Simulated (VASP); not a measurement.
# ZnO (Pm-3m) in VASP: vibrations by perturbation theory with PBEsol

Aim: the vibrations by perturbation theory of ZnO with PBEsol.

Everything below comes from runs of VASP 6.6.1. Logs are shortened: lines on timing, memory, paths and dates and some standing lists are left out, and cuts for length are marked.

**1. The cell of the first run**

It takes space group Pm-3m (No. 221, cubic). Conventional cell: a = 2.611 Å, b = 2.611 Å, c = 2.611 Å, α = 90.00°, β = 90.00°, γ = 90.00°. Within 3.0 Å of Zn (site symmetry m-3m) lie 8 O at 2.26 Å and 6 Zn at 2.61 Å. O (site symmetry m-3m) has 8 Zn at 2.26 Å and 6 O at 2.61 Å within 3.0 Å.

**2. Vibrations by perturbation theory, PBEsol**

Input file INCAR:

```
PREC = Accurate
ENCUT = 520
EDIFF = 1E-8
ISMEAR = -1
SIGMA = 0.15
LREAL = F
LASPH = T
NELM = 100
ALGO = Normal
ISIF = 2
LWAVE = F
LCHARG = T
GGA = PS
IBRION = 8
NSW = 1
```

Input file KPOINTS:

```
regular mesh
0
Gamma
  16 16 16
```

Input file POSCAR:

```
ZnO
1.0
    2.6115000000      0.0000000000      0.0000000000
    0.0000000000      2.6115000000      0.0000000000
    0.0000000000      0.0000000000      2.6115000000
Zn O
1 1
Direct
    0.0000000000      0.0000000000      0.0000000000
    0.5000000000      0.5000000000      0.5000000000
```

Potentials or basis: VASP PAW PBE potentials, release 64 (Zn, O).

The run is started by

```bash
cat potpaw_PBE.64/Zn/POTCAR potpaw_PBE.64/O/POTCAR > POTCAR
mpirun -np 1 vasp_std > vasp.out
```

OUTCAR:

```text
PREC = Accurate
   ENCUT = 520
   EDIFF = 1E-8
   ISMEAR = -1
   LREAL = F
   LASPH = T
   NELM = 100
   ISIF = 2
   GGA = PS
   IBRION = 8
   NSW = 1

 ion  position               nearest neighbor table
   1  0.000  0.000  0.000-   2 2.26   2 2.26   2 2.26   2 2.26   2 2.26   2 2.26   2 2.26   2 2.26

   2  0.500  0.500  0.500-   1 2.26   1 2.26   1 2.26   1 2.26   1 2.26   1 2.26   1 2.26   1 2.26

  LATTYP: Found a simple cubic cell.
 ALAT       =     2.6115000000

  Lattice vectors:

 A1 = (   2.6115000000,   0.0000000000,   0.0000000000)
 A2 = (   0.0000000000,   2.6115000000,   0.0000000000)
 A3 = (   0.0000000000,   0.0000000000,   2.6115000000)

Analysis of symmetry for initial positions (statically):
=====================================================================
 Subroutine PRICEL returns:
 Original cell was already a primitive cell.

 Routine SETGRP: Setting up the symmetry group for a
 simple cubic supercell.

 Subroutine GETGRP returns: Found 48 space group operations
 (whereof 48 operations were pure point group operations)
 out of a pool of 48 trial point group operations.

The static configuration has the point symmetry O_h .

Analysis of symmetry for dynamics (positions and initial velocities):
=====================================================================
 Subroutine PRICEL returns:
 Original cell was already a primitive cell.

 Routine SETGRP: Setting up the symmetry group for a
 simple cubic supercell.

 Subroutine GETGRP returns: Found 48 space group operations
 (whereof 48 operations were pure point group operations)
 out of a pool of 48 trial point group operations.

The dynamic configuration has the point symmetry O_h .

 Subroutine INISYM returns: Found 48 space group operations
 (whereof 48 operations are pure point group operations),
 and found     1 'primitive' translations

----------------------------------------------------------------------------------------

                                     Primitive cell

  volume of cell :      17.8103

  direct lattice vectors                    reciprocal lattice vectors
     2.611500000  0.000000000  0.000000000     0.382921693  0.000000000  0.000000000
     0.000000000  2.611500000  0.000000000     0.000000000  0.382921693  0.000000000
     0.000000000  0.000000000  2.611500000     0.000000000  0.000000000  0.382921693

  length of vectors
     2.611500000  2.611500000  2.611500000     0.382921693  0.382921693  0.382921693

  position of ions in fractional coordinates (direct lattice)
     0.000000000  0.000000000  0.000000000
     0.500000000  0.500000000  0.500000000

  ion indices of the primitive-cell ions
   primitive index   ion index
                 1           1
                 2           2

----------------------------------------------------------------------------------------

 KPOINTS: regular mesh

Automatic generation of k-mesh.
 Grid dimensions read from file:
 generate k-points for:   16   16   16

 Generating k-lattice:

  Cartesian coordinates                     Fractional coordinates (reciprocal lattice)
     0.023932606  0.000000000  0.000000000     0.062500000  0.000000000  0.000000000
     0.000000000  0.023932606  0.000000000     0.000000000  0.062500000  0.000000000
     0.000000000  0.000000000  0.023932606     0.000000000  0.000000000  0.062500000

  Length of vectors
     0.023932606  0.023932606  0.023932606

  Shift w.r.t. Gamma in fractional coordinates (k-lattice)
     0.000000000  0.000000000  0.000000000

[... 83 lines left out ...]
  volume of cell :       17.81
 maximum number of plane-waves:       500
 NGX is ok and might be reduce to    20
   NGX =  9   NGY =  9   NGZ =  9

--------------------------------------- Ionic step        1  -------------------------------------------

 number of electron      17.9999980 magnetization

 Free energy of the ion-electron system (eV)
  ---------------------------------------------------
  ext. energy  EPLUGINS =         0.00000000
  ---------------------------------------------------
  free energy    TOTEN  =        -8.34112810 eV

  energy without entropy =       -8.33558495  energy(sigma->0) =       -8.33835653

 E-fermi :   4.3633     XC(G=0): -13.2344

 val. band max:        4.0351460025   @ k =   0.0625   0.0000   0.0000
 cond. band min:       4.4780170325   @ k =   0.0625   0.0625   0.0000
 fundamental gap:      0.4428710300
 Fermi energy:         4.3633444467

 k-point     1 :       0.0000    0.0000    0.0000
  band No.  band energies     occupation
      1     -15.3404      2.00000
      2      -2.8226      2.00000
      3      -2.8226      2.00000
      4      -1.5026      2.00000
      5      -1.5026      2.00000
      6      -1.5026      2.00000
      7       2.4154      2.00000
      8       2.4154      2.00000
      9       2.4154      2.00000
     10       3.4170      1.99637
     11      18.2257      0.00000
     12      18.2257      0.00000
     13      22.2727      0.00000
[... 354 lines left out ...]
  band No.  band energies     occupation
      1     -13.7118      2.00000
      2      -4.6569      2.00000
      3      -2.5705      2.00000
      4      -2.2700      2.00000
      5      -2.1946      2.00000
      6      -1.5174      2.00000
      7      -0.6809      2.00000
      8       2.8244      1.99993
      9       3.8096      1.95135
     10      10.1860      0.00000
     11      10.5062      0.00000
     12      18.0652      0.00000
     13      20.5629      0.00000

 [... further k-points ...]

------------------------ aborting loop because EDIFF is reached ----------------------------------------

  FORCE on cell =-STRESS in cart. coord.  units (eV):
  Direction    XX          YY          ZZ          XY          YZ          ZX
  --------------------------------------------------------------------------------------
  -------------------------------------------------------------------------------------
  Total        0.9979598      0.9979598      0.9979598      0.0000000      0.0000000      0.0000000
  in kB       89.7746110     89.7746110     89.7746110      0.0000000      0.0000000      0.0000000
  external PRESSURE =      89.7746110 kB  Pullay stress =       0.0000000 kB

 VOLUME and BASIS-vectors are now :
 -----------------------------------------------------------------------------
  energy-cutoff  :      520.00
  volume of cell :       17.81
      direct lattice vectors                 reciprocal lattice vectors
     2.611500000  0.000000000  0.000000000     0.382921693  0.000000000  0.000000000
     0.000000000  2.611500000  0.000000000     0.000000000  0.382921693  0.000000000
     0.000000000  0.000000000  2.611500000     0.000000000  0.000000000  0.382921693

 POSITION                                       TOTAL-FORCE (eV/Angst)
 -----------------------------------------------------------------------------------
      0.00000      0.00000      0.00000         0.000000      0.000000      0.000000
      1.30575      1.30575      1.30575         0.000000      0.000000      0.000000
 -----------------------------------------------------------------------------------
    total drift:                               -0.000000      0.000000      0.000000

  FREE ENERGIE OF THE ION-ELECTRON SYSTEM (eV)
  ---------------------------------------------------
  free  energy   TOTEN  =        -8.3411281010 eV

  energy  without entropy=       -8.3355849516  energy(sigma->0) =       -8.33835653

[... ionic steps 2 to 3 ...]

--------------------------------------- Ionic step        4  -------------------------------------------

------------------------ aborting loop because EDIFF is reached ----------------------------------------

[... ionic steps 5 to 6 ...]

--------------------------------------- Ionic step        7  -------------------------------------------

 Free energy of the ion-electron system (eV)
  ---------------------------------------------------
  ---------------------------------------------------
  free energy    TOTEN  =        -0.35426293 eV

  energy without entropy =       -0.35426293

------------------------ aborting loop because EDIFF is reached ----------------------------------------

 INTERNAL STRAIN TENSOR  FOR ION    2  DIRECTION 1   (eV/Angst):
 -----------------------------------------------------------------------------
    -0.11325  0.00000  0.00000
     0.00000  0.04115 -0.00000
     0.00000 -0.00000  0.04115

 INTERNAL STRAIN TENSOR FOR ION    2 for displacements in x,y,z  (eV/Angst):
          X           Y           Z          XY          YZ          ZX
  --------------------------------------------------------------------------------
  x     0.00000     0.00000     0.00000     0.00000     0.00000     0.00000
  y     0.00000     0.00000     0.00000     0.00000     0.00000     0.00000
  z     0.00000     0.00000     0.00000     0.00000     0.00000     0.00000

 SECOND DERIVATIVES (NOT SYMMETRIZED)
 ------------------------------------
               1X          1Y          1Z          2X          2Y          2Z
  1X    -0.303482    0.000000    0.000000    0.303482   -0.000000   -0.000000
  1Y     0.000000   -0.303482   -0.000000   -0.000000    0.303482    0.000000
  1Z    -0.000000   -0.000000   -0.303482    0.000000    0.000000    0.303482
  2X     0.362107    0.000000    0.000000   -0.362107   -0.000000   -0.000000
  2Y     0.000000    0.362107    0.000000   -0.000000   -0.362107   -0.000000
  2Z     0.000000    0.000000    0.362107   -0.000000   -0.000000   -0.362107

 Eigenvectors and eigenvalues of the dynamical matrix
 ----------------------------------------------------

   1 f  =    2.583181 THz    16.230608 2PiTHz   86.165659 cm-1    10.683175 meV
             X         Y         Z           dx          dy          dz
      0.000000  0.000000  0.000000    -0.000000    0.413400   -0.000000
      1.305750  1.305750  1.305750    -0.000000   -0.910550    0.000000
[... 21 lines left out ...]
   6 f/i=    0.085741 THz     0.538724 2PiTHz    2.860000 cm-1     0.354595 meV
             X         Y         Z           dx          dy          dz
      0.000000  0.000000  0.000000     0.226964   -0.881810    0.000000
      1.305750  1.305750  1.305750     0.103044   -0.400351    0.000000

--------------------------------------------------------------------------------------------------------

 ELASTIC MODULI CONTR FROM IONIC RELAXATION (kBar)
 Direction    XX          YY          ZZ          XY          YZ          ZX
 --------------------------------------------------------------------------------
 XX           0.0000      0.0000      0.0000      0.0000      0.0000      0.0000
 YY           0.0000      0.0000      0.0000      0.0000      0.0000      0.0000
 ZZ           0.0000      0.0000      0.0000      0.0000      0.0000      0.0000
 XY           0.0000      0.0000      0.0000      0.0000      0.0000      0.0000
 YZ           0.0000      0.0000      0.0000      0.0000      0.0000      0.0000
 ZX           0.0000      0.0000      0.0000      0.0000      0.0000      0.0000
 --------------------------------------------------------------------------------
```

It took 2.2 min on 1 thread of Intel Xeon Platinum 8488C (Sapphire Rapids), shared host; peak memory 0.35 GiB.

Results:

```yaml
Highest_phonon_frequency_at_Γ_LO-TO_splitting_left_out: 86 cm⁻¹
```

Phonon frequencies in cm⁻¹ (negative: imaginary):
```
              q point        frequencies
(0.000, 0.000, 0.000)  -3 -3 -3 86 86 86
```

Caveat: the cell wasn't relaxed at this level first, which shifts response properties; the PAW data sets were made with another functional, which shifts forces and pressure a little.
